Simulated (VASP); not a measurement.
Input of a VASP 6.6.1 run:

The input INCAR:

```
SYSTEM = Os
  PREC = Accurate
  ENCUT = 520
  EDIFF = 1E-7
  ISMEAR = 1
  SIGMA = 0.1
  LREAL = .False.
  LASPH = .True.
  NELM = 100
  ALGO = Normal
  ISIF = 2
  LWAVE = .False.
  LCHARG = .False.
  GGA = CA
  NBANDS = 15
```

Contents of KPOINTS:

```
Automatic mesh
0
Gamma
  9 9 5
  0 0 0
```

Contents of POSCAR:

```
Os
1.0
    2.7112007712      0.0000000000      0.0000000000
   -1.3556003856      2.3479687426      0.0000000000
    0.0000000000      0.0000000000      4.2906160981
Os
2
Direct
    0.3333333333      0.6666666667      0.2500000000
    0.6666666667      0.3333333333      0.7500000000
```

Potentials or basis: VASP PAW LDA potentials, release 64 (Os).

Run with:

```sh
$ cat potpaw_LDA.64/Os/POTCAR > POTCAR
$ mpirun -np 1 vasp_std > vasp.out
```

(1) Predict the pressure.

(2) What does it give for the band gap on the k mesh?

Results:

(1) 2.0 GPa.

(2) zero (bands 8 and 9 overlap by 3.99 eV).

Caveat: spin-orbit coupling is left out, which moves the levels of the heavy elements.
